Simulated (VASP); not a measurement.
# Au (Cmcm) in VASP: notebook

The runs below take Au through relaxation of cell and atoms, relaxation of shape and atoms at fixed volume, with LDA.

Program: VASP 6.6.1. These are calculated values, not measurements. Logs are shortened: lines on timing, memory, paths and dates and some standing lists are left out, and cuts for length are marked.

## 1. The cell of the first run

It takes space group Cmcm (No. 63, orthorhombic). Conventional cell: a = 2.823 Å, b = 5.112 Å, c = 4.893 Å, α = 90.00°, β = 90.00°, γ = 90.00°. Au (site symmetry m2m) has 12 Au at 2.82 to 2.97 Å within 3.7 Å.

## 2. Relaxation of cell and atoms, LDA

Input file INCAR:

```
PREC = Accurate
ENCUT = 600
EDIFF = 1E-6
ISMEAR = 0
SIGMA = 0.1
LREAL = False
LASPH = True
NELM = 80
ALGO = Normal
ISIF = 3
LWAVE = False
LCHARG = False
IBRION = 2
NSW = 100
EDIFFG = -0.05
```

Input file KPOINTS:

```
regular mesh
0
Gamma
  8 8 4
```

Input file POSCAR:

```
Au
1.0
    1.4113099650     -2.5559330250      0.0000000000
    1.4113099650      2.5559330250      0.0000000000
    0.0000000000      0.0000000000      4.8931696100
Au
2
Direct
    0.6653279700      0.3346720300      0.2500000000
    0.3346720300      0.6653279700      0.7500000000
```

Potentials or basis: VASP PAW LDA potentials, release 64 (Au).

Command:

```
> cat potpaw_LDA.64/Au/POTCAR > POTCAR
> mpirun -np 1 vasp_std > vasp.out
```

OUTCAR:

```text
PREC = Accurate
   ENCUT = 600
   EDIFF = 1E-6
   ISMEAR = 0
   LREAL = False
   LASPH = True
   NELM = 80
   ISIF = 3
   IBRION = 2
   NSW = 100
   EDIFFG = -0.05

 ion  position               nearest neighbor table
   1  0.665  0.335  0.250-   2 2.95   2 2.95   2 2.95   2 2.95   2 2.97   2 2.97
   2  0.335  0.665  0.750-   1 2.95   1 2.95   1 2.95   1 2.95   1 2.97   1 2.97

  LATTYP: Found a base centered orthorhombic cell.
 ALAT       =     2.8226199300
 B/A-ratio  =     1.8110359088
 C/A-ratio  =     1.7335559627

  Lattice vectors:

 A1 = (   1.4113099650,  -2.5559330250,   0.0000000000)
 A2 = (   1.4113099650,   2.5559330250,   0.0000000000)
 A3 = (   0.0000000000,   0.0000000000,   4.8931696100)

Analysis of symmetry for initial positions (statically):
=====================================================================
 Subroutine PRICEL returns:
 Original cell was already a primitive cell.

 Routine SETGRP: Setting up the symmetry group for a
 base centered orthorhombic supercell.

 Subroutine GETGRP returns: Found  8 space group operations
 (whereof  4 operations were pure point group operations)
 out of a pool of  8 trial point group operations.

The static configuration has the point symmetry C_2h.
 The point group associated with its full space group is D_2h.

Analysis of symmetry for dynamics (positions and initial velocities):
=====================================================================
 Subroutine PRICEL returns:
 Original cell was already a primitive cell.

 Routine SETGRP: Setting up the symmetry group for a
 base centered orthorhombic supercell.

 Subroutine GETGRP returns: Found  8 space group operations
 (whereof  4 operations were pure point group operations)
 out of a pool of  8 trial point group operations.

The dynamic configuration has the point symmetry C_2h.
 The point group associated with its full space group is D_2h.

 Subroutine INISYM returns: Found  8 space group operations
 (whereof  4 operations are pure point group operations),
 and found     1 'primitive' translations

----------------------------------------------------------------------------------------

                                     Primitive cell

  volume of cell :      35.3014

  direct lattice vectors                    reciprocal lattice vectors
     1.411309965 -2.555933025  0.000000000     0.354280783 -0.195623279  0.000000000
     1.411309965  2.555933025  0.000000000     0.354280783  0.195623279  0.000000000
     0.000000000  0.000000000  4.893169610     0.000000000  0.000000000  0.204366511

  length of vectors
     2.919689957  2.919689957  4.893169610     0.404701545  0.404701545  0.204366511

  position of ions in fractional coordinates (direct lattice)
     0.665327970  0.334672030  0.250000000
     0.334672030  0.665327970  0.750000000

  ion indices of the primitive-cell ions
   primitive index   ion index
                 1           1
                 2           2

----------------------------------------------------------------------------------------

 KPOINTS: regular mesh

Automatic generation of k-mesh.
 Grid dimensions read from file:
 generate k-points for:    8    8    4

 Generating k-lattice:

  Cartesian coordinates                     Fractional coordinates (reciprocal lattice)
     0.044285098 -0.024452910  0.000000000     0.125000000  0.000000000  0.000000000
     0.044285098  0.024452910  0.000000000     0.000000000  0.125000000  0.000000000
     0.000000000  0.000000000  0.051091628     0.000000000  0.000000000  0.250000000

  Length of vectors
     0.050587693  0.050587693  0.051091628

  Shift w.r.t. Gamma in fractional coordinates (k-lattice)
     0.000000000  0.000000000  0.000000000

 Subroutine IBZKPT returns following result:
 ===========================================

 Found     63 irreducible k-points:

 Following reciprocal coordinates:
            Coordinates               Weight
  0.000000  0.000000  0.000000      1.000000
  0.125000 -0.000000  0.000000      4.000000
  0.250000 -0.000000  0.000000      4.000000
  0.375000 -0.000000  0.000000      4.000000
  0.500000 -0.000000  0.000000      2.000000
  0.125000  0.125000  0.000000      2.000000
[... 16 lines left out ...]
  0.125000 -0.000000  0.250000      8.000000
  0.250000 -0.000000  0.250000      8.000000
 [... further k-points ...]
   k-points           NKPTS =     63   k-points in BZ     NKDIM =     63   number of bands    NBANDS=     15
   number of dos      NEDOS =    301   number of ions     NIONS =      2
   total plane-waves  NPLWV =  23040
   dimension x,y,z NGX =    24 NGY =   24 NGZ =   40
   dimension x,y,z NGXF=    48 NGYF=   48 NGZF=   80
   ions per type =               2
   NGX,Y,Z   is equivalent  to a cutoff of  13.67, 13.67, 13.59 a.u.
   NGXF,Y,Z  is equivalent  to a cutoff of  27.33, 27.33, 27.18 a.u.
 SYSTEM =  unknown system
   PREC   = accura    normal or accurate (medium, high low for compatibility)
[... 65 lines left out ...]
  Total       -2.2950347     -1.4514320     -2.0072092      0.0000000     -0.0000000      0.0000000
  in kB     -104.1616130    -65.8741687    -91.0984679      0.0000000     -0.0000000      0.0000000
  external PRESSURE =     -87.0447499 kB  Pullay stress =       0.0000000 kB
[... 23 lines left out ...]
--------------------------------------- Ionic step        2  -------------------------------------------

 number of electron      21.9999998 magnetization

 E-fermi :  11.1913     XC(G=0): -13.6080

 val. band max:       11.1697472470   @ k =   0.5000   0.2500   0.2500
 cond. band min:      11.2766428659   @ k =   0.2500  -0.0000   0.2500
 fundamental gap:      0.1068956189
 Fermi energy:        11.1912995605

 k-point     1 :       0.0000    0.0000    0.0000
  band No.  band energies     occupation
      1       0.1018      2.00000
      2       2.6701      2.00000
      3       5.4571      2.00000
      4       5.5101      2.00000
      5       5.9576      2.00000
      6       6.5293      2.00000
      7       6.8529      2.00000
      8       7.1132      2.00000
      9       7.4003      2.00000
     10       8.8070      2.00000
     11       8.9685      2.00000
     12       9.4214      2.00000
     13      14.3521      0.00000
     14      25.5071      0.00000
[... 401 lines left out ...]
      2       4.0129      2.00000
      3       4.8135      2.00000
      4       5.4414      2.00000
      5       5.6411      2.00000
      6       6.4722      2.00000
      7       6.6373      2.00000
      8       7.3258      2.00000
      9       7.6117      2.00000
     10       7.7351      2.00000
     11       8.8060      2.00000
     12      11.2766      0.22746
     13      18.5639      0.00000
     14      22.9892      0.00000
     15      25.6724      0.00000

 [... further k-points ...]

------------------------ aborting loop because EDIFF is reached ----------------------------------------

  FORCE on cell =-STRESS in cart. coord.  units (eV):
  Direction    XX          YY          ZZ          XY          YZ          ZX
  --------------------------------------------------------------------------------------
  -------------------------------------------------------------------------------------
  Total        4.8310288      4.0916243      3.2932108      0.0000000     -0.0000000      0.0000000
  in kB      252.7678996    214.0809614    172.3065672      0.0000000     -0.0000000      0.0000000
  external PRESSURE =     213.0518094 kB  Pullay stress =       0.0000000 kB
[... 53 lines left out ...]
  FREE ENERGIE OF THE ION-ELECTRON SYSTEM (eV)
  ---------------------------------------------------
  free  energy   TOTEN  =        -8.8432874588 eV

  energy  without entropy=       -8.8383856324  energy(sigma->0) =       -8.84083655

[... ionic steps 4 to 10 ...]

--------------------------------------- Ionic step       11  -------------------------------------------

 number of electron      21.9999999 magnetization

------------------------ aborting loop because EDIFF is reached ----------------------------------------
[... 67 lines left out ...]
--------------------------------------- Ionic step       13  -------------------------------------------

 number of electron      21.9999999 magnetization

 Free energy of the ion-electron system (eV)
  ---------------------------------------------------
  ext. energy  EPLUGINS =         0.00000000
  ---------------------------------------------------
  free energy    TOTEN  =        -8.85415660 eV

  energy without entropy =       -8.85180042  energy(sigma->0) =       -8.85297851

 E-fermi :   9.6344     XC(G=0): -13.0941

 val. band max:        9.6238931211   @ k =   0.5000   0.5000   0.0000
 cond. band min:       9.6350692365   @ k =   0.5000  -0.0000   0.2500
 fundamental gap:      0.0111761154
 Fermi energy:         9.6343672235

 k-point     1 :       0.0000    0.0000    0.0000
  band No.  band energies     occupation
      1      -0.5068      2.00000
      2       2.0525      2.00000
      3       4.3776      2.00000
      4       4.5610      2.00000
      5       5.0308      2.00000
      6       5.4658      2.00000
      7       5.6191      2.00000
      8       5.7411      2.00000
      9       6.0279      2.00000
     10       7.3928      2.00000
     11       7.4243      2.00000
     12       8.5179      2.00000
     13      12.7080      0.00000
     14      23.5956      0.00000
[... 401 lines left out ...]
      2       3.2502      2.00000
      3       3.9011      2.00000
      4       4.4615      2.00000
      5       4.7074      2.00000
      6       5.2021      2.00000
      7       5.5155      2.00000
      8       6.0166      2.00000
      9       6.2652      2.00000
     10       6.5056      2.00000
     11       7.3683      2.00000
     12       9.7526      0.09465
     13      16.9516      0.00000
     14      20.5316      0.00000
     15      23.0568      0.00000

 [... further k-points ...]

------------------------ aborting loop because EDIFF is reached ----------------------------------------

  FORCE on cell =-STRESS in cart. coord.  units (eV):
  Direction    XX          YY          ZZ          XY          YZ          ZX
  --------------------------------------------------------------------------------------
  -------------------------------------------------------------------------------------
  Total       -0.0575457     -0.0147684     -0.0215848      0.0000000      0.0000000      0.0000000
  in kB       -2.7585140     -0.7079389     -1.0346917      0.0000000      0.0000000      0.0000000
  external PRESSURE =      -1.5003815 kB  Pullay stress =       0.0000000 kB
[... 17 lines left out ...]
  FREE ENERGIE OF THE ION-ELECTRON SYSTEM (eV)
  ---------------------------------------------------
  free  energy   TOTEN  =        -8.8541566044 eV

  energy  without entropy=       -8.8518004247  energy(sigma->0) =       -8.85297851

 reached required accuracy - stopping structural energy minimisation
```

Wall time 4.1 min (1 thread of AMD EPYC 7R43 (Zen 3), shared host); peak memory 0.14 GiB.

Results:

```yaml
Free_energy: -8.8542 eV
Relaxed_volume: 16.71 Å³/atom
Relaxed_cell: a = 2.929 Å, b = 2.929 Å, c = 4.690 Å, α = 90.00°, β = 90.00°, γ = 123.80°
Space_group_after_relaxing_to_0.05_Å: Cmcm (No. 63)
Energy_gained_by_relaxing: 33.4 meV/atom
Ionic_steps: 13
Pressure_after_relaxing: -0.2 GPa
Largest_force_after_relaxing: 0.049 eV/Å
Band_gap_on_the_k_mesh: zero (band 11 reaches 12.96 eV, above the bottom of band 12 at 7.06 eV)
```

Forces on the atoms (eV/Å):
```
Au   0.000  0.049  0.000
Au   0.000 -0.049  0.000
```

Step by step:
```csv
step,energy change (eV),largest force (eV/Å),pressure (GPa),volume (Å³)
1,0.0000,0.0141,-8.70,35.30
2,0.1142,0.0943,21.31,30.62
3,-0.0559,0.0030,-0.04,33.47
4,-0.0560,0.0025,0.12,33.43
5,-0.0560,0.0019,0.33,33.39
6,-0.0609,0.0123,0.39,33.38
7,-0.0628,0.0971,0.84,33.32
8,-0.0648,0.0562,0.50,33.35
9,-0.0648,0.0600,0.53,33.35
10,-0.0644,0.0514,-1.30,33.66
11,-0.0651,0.0569,-0.19,33.47
12,-0.0656,0.0569,-0.21,33.46
13,-0.0668,0.0492,-0.15,33.42
```

Final structure:
```
Au
1.0
     1.37940   -2.58345    0.00000
     1.37940    2.58345    0.00000
     0.00000    0.00000    4.68950
Au
2
Direct
  0.66219 0.33781 0.25000
  0.33781 0.66219 0.75000
```

Caveat: spin-orbit coupling is left out, which moves the levels of the heavy elements; the relaxation stopped at a loose force limit of 0.05 eV/Å, so its end isn't a converged minimum.

## 3. Relaxation of shape and atoms at fixed volume, LDA (volume scaled by 0.98)

Input file INCAR:

```
PREC     = Accurate       # precision mode
ENCUT    = 600            # plane-wave cutoff, eV
EDIFF    = 1E-6           # SCF threshold, eV
ISMEAR   = -1             # smearing method
SIGMA    = 0.15           # smearing width, eV
LREAL    = False          # projectors in reciprocal space
LASPH    = True           # aspherical terms in the spheres
NELM     = 60             # most SCF steps
ALGO     = Fast           # electronic algorithm
ISIF     = 4              # what is computed and relaxed
LWAVE    = False          # write WAVECAR
LCHARG   = False          # write CHGCAR
IBRION   = 2              # ionic algorithm
NSW      = 80             # ionic steps
EDIFFG   = -0.001         # ionic threshold
```

Input file KPOINTS:

```
regular mesh
0
Gamma
  18 18 10
```

Input file POSCAR:

```
Au
1.0
    1.4087935737     -2.4406599535      0.0000000000
    1.4087935737      2.4406599535      0.0000000000
    0.0000000000      0.0000000000      4.7300065408
Au
2
Direct
    0.6665992177      0.3334007823      0.2500000000
    0.3334007823      0.6665992177      0.7500000000
```

Potentials or basis: VASP PAW LDA potentials, release 64 (Au).

Command:

```
> cat potpaw_LDA.64/Au/POTCAR > POTCAR
> mpirun -np 1 vasp_std > vasp.out
```

It took 4.5 min on 1 thread of Intel Xeon 6975P-C (Granite Rapids), shared host; peak memory 0.39 GiB.

Results (log left out):

```yaml
Free_energy: -8.8858 eV
Energy_gained_by_relaxing: 0.0 meV/atom
Ionic_steps: 7
Pressure_after_relaxing: 4.7 GPa
Band_gap_on_the_k_mesh: zero (band 11 reaches 14.61 eV, above the bottom of band 12 at 7.34 eV)
```

Final structure:
```xyz
2
Lattice="1.4105 -2.4434 0.0000 1.4105 2.4434 0.0000 0.0000 0.0000 4.7191" Properties=species:S:1:pos:R:3 pbc="T T T"
Au    1.4105   -0.8142    1.1798
Au    1.4105    0.8142    3.5393
```

Levels at points of the mesh, in eV from the Fermi level:
| k point | band 7 | band 8 | band 9 | band 10 | band 11 | band 12 | band 13 | band 14 | band 15 |
| --- | --- | --- | --- | --- | --- | --- | --- | --- | --- |
| (0.00, 0.00, 0.00) | -4.49 | -3.75 | -3.74 | -2.22 | -2.22 | -1.37 | 2.98 | 14.52 | 15.77 |
| (0.50, 0.00, 0.00) | -3.97 | -1.95 | -1.89 | -1.68 | 0.38 | 1.69 | 5.89 | 7.47 | 7.73 |
| (0.50, 0.50, 0.00) | -3.97 | -1.95 | -1.89 | -1.68 | 0.38 | 1.69 | 5.89 | 7.47 | 7.72 |
| (0.00, 0.00, 0.50) | -4.88 | -4.88 | -2.73 | -2.73 | -2.73 | -2.73 | 11.04 | 11.04 | 14.84 |
| (0.50, 0.00, 0.50) | -2.52 | -2.52 | -1.77 | -1.77 | 0.34 | 0.34 | 4.24 | 4.24 | 13.45 |
| (0.50, 0.50, 0.50) | -2.52 | -2.52 | -1.77 | -1.77 | 0.34 | 0.34 | 4.24 | 4.24 | 13.45 |

Caveat: the cell differs from its parent crystal (volume scaled by 0.98); spin-orbit coupling is left out, which moves the levels of the heavy elements.

## 4. Relaxation of cell and atoms, LDA

This run uses another cell than the first one, of 16.59 Å³/atom, 0.940 times its volume.

Input file INCAR:

```
SYSTEM = Au
  PREC = Accurate
  ENCUT = 600
  EDIFF = 1E-6
  ISMEAR = -1
  SIGMA = 0.15
  LREAL = .False.
  LASPH = .True.
  NELM = 80
  ALGO = Fast
  ISIF = 3
  LWAVE = .False.
  LCHARG = .False.
  GGA = CA
  IBRION = 2
  NSW = 80
  EDIFFG = -0.001
```

Input file KPOINTS:

```
regular mesh
0
Gamma
  18 18 10
  0 0 0
```

Input file POSCAR:

```
Au
1.0
    1.4016993561     -2.4901224488      0.0000000000
    1.4016993561      2.4901224488      0.0000000000
    0.0000000000      0.0000000000      4.7524434438
Au
2
Direct
    0.6633014585      0.3366985415      0.2500000000
    0.3366985415      0.6633014585      0.7500000000
```

Command:

```
> cat potpaw_LDA.64/Au/POTCAR > POTCAR
> mpirun -np 1 vasp_std > vasp.out
```

Run time: 20 min. Hardware: 1 thread of Intel Xeon 6975P-C (Granite Rapids), shared host; peak memory 0.43 GiB.

Results (log left out):

```
Free energy                            : -8.8968 eV
Relaxed volume                         : 16.65 Å³/atom
Relaxed cell                           : a = 2.842 Å, b = 2.842 Å, c = 4.762 Å, α = 90.00°, β = 90.00°, γ = 120.06°
Space group after relaxing (to 0.05 Å) : P6_3/mmc (No. 194)
Energy gained by relaxing              : 0.9 meV/atom
Ionic steps                            : 48
Pressure after relaxing                : 0.0 GPa
Band gap on the k mesh                 : zero (band 11 reaches 14.08 eV, above the bottom of band 12 at 6.98 eV)
```

Step by step:
```csv
step,energy change (eV),largest force (eV/Å),pressure (GPa),volume (Å³)
1,0.0000,0.0010,0.73,33.18
3,-0.0006,0.0035,-0.33,33.36
5,-0.0016,0.0147,0.04,33.29
7,-0.0016,0.0167,0.06,33.28
9,-0.0017,0.0161,-0.11,33.31
11,-0.0017,0.0110,0.06,33.28
13,-0.0018,0.0093,0.05,33.29
15,-0.0018,0.0045,-0.03,33.30
17,-0.0019,0.0016,-0.06,33.30
19,-0.0019,0.0020,0.00,33.28
21,-0.0019,0.0035,0.05,33.28
23,-0.0019,0.0016,-0.01,33.30
25,-0.0019,0.0042,0.00,33.29
27,-0.0019,0.0025,-0.03,33.30
29,-0.0019,0.0035,-0.03,33.29
31,-0.0019,0.0014,0.03,33.29
33,-0.0019,0.0036,0.03,33.29
35,-0.0019,0.0014,0.00,33.29
37,-0.0019,0.0030,-0.01,33.29
39,-0.0019,0.0016,0.01,33.29
41,-0.0019,0.0015,0.03,33.29
43,-0.0019,0.0026,0.03,33.29
45,-0.0019,0.0030,0.02,33.29
47,-0.0019,0.0015,0.00,33.29
48,-0.0019,0.0008,0.00,33.29
```

Final structure:
```xyz
2
Lattice="1.4198 -2.4620 0.0000 1.4198 2.4620 0.0000 0.0000 0.0000 4.7619" Properties=species:S:1:pos:R:3 pbc="T T T"
Au    1.4198   -0.8181    1.1905
Au    1.4198    0.8181    3.5715
```

Levels at points of the mesh, in eV from the Fermi level:
```
           k point  band 7  band 8  band 9  band 10  band 11  band 12  band 13  band 14  band 15
(0.00, 0.00, 0.00)   -4.37   -3.65   -3.63    -2.20    -2.19    -1.27     2.83    14.56    15.73
(0.50, 0.00, 0.00)   -3.83   -1.93   -1.87    -1.67     0.38     1.65     5.81     7.36     7.55
(0.50, 0.50, 0.00)   -3.86   -1.94   -1.87    -1.67     0.39     1.63     5.82     7.40     7.51
(0.00, 0.00, 0.50)   -4.74   -4.74   -2.68    -2.68    -2.67    -2.67    10.84    10.84    14.86
(0.50, 0.00, 0.50)   -2.47   -2.47   -1.75    -1.75     0.40     0.40     4.11     4.11    13.34
(0.50, 0.50, 0.50)   -2.45   -2.45   -1.75    -1.75     0.37     0.37     4.11     4.11    13.31
```

Caveat: spin-orbit coupling is left out, which moves the levels of the heavy elements.

## 5. The runs side by side

| task | cell | k mesh | smearing | gap on the mesh (eV) | pressure (GPa) | relaxed volume (Å³/atom) |
| --- | --- | --- | --- | --- | --- | --- |
| relaxation of cell and atoms | relaxed from a = 2.920, b = 2.920, c = 4.893 Å, angles 90.0, 90.0, 122.2°, 2 atoms | 8 × 8 × 4 | gaussian 0.1 eV | none | -0.2 | 16.71 |
| relaxation of shape and atoms at fixed volume | relaxed from a = 2.818, b = 2.818, c = 4.730 Å, angles 90.0, 90.0, 120.0°, 2 atoms | 18 × 18 × 10 | fermi-dirac 0.15 eV | none | 4.7 | - |
| relaxation of cell and atoms | relaxed from a = 2.858, b = 2.858, c = 4.752 Å, angles 90.0, 90.0, 121.2°, 2 atoms | 18 × 18 × 10 | fermi-dirac 0.15 eV | none | 0.0 | 16.65 |

Alike in all rows: level LDA; potentials or basis VASP PAW LDA potentials, release 64 (Au); no spin polarisation; cutoff (eV) 600.

Caveats: spin-orbit coupling is left out, which moves the levels of the heavy elements; the relaxation stopped at a loose force limit of 0.05 eV/Å, so its end isn't a converged minimum (some runs).

Total energies depend on the potentials used, so only differences within one code and one set of settings carry meaning.
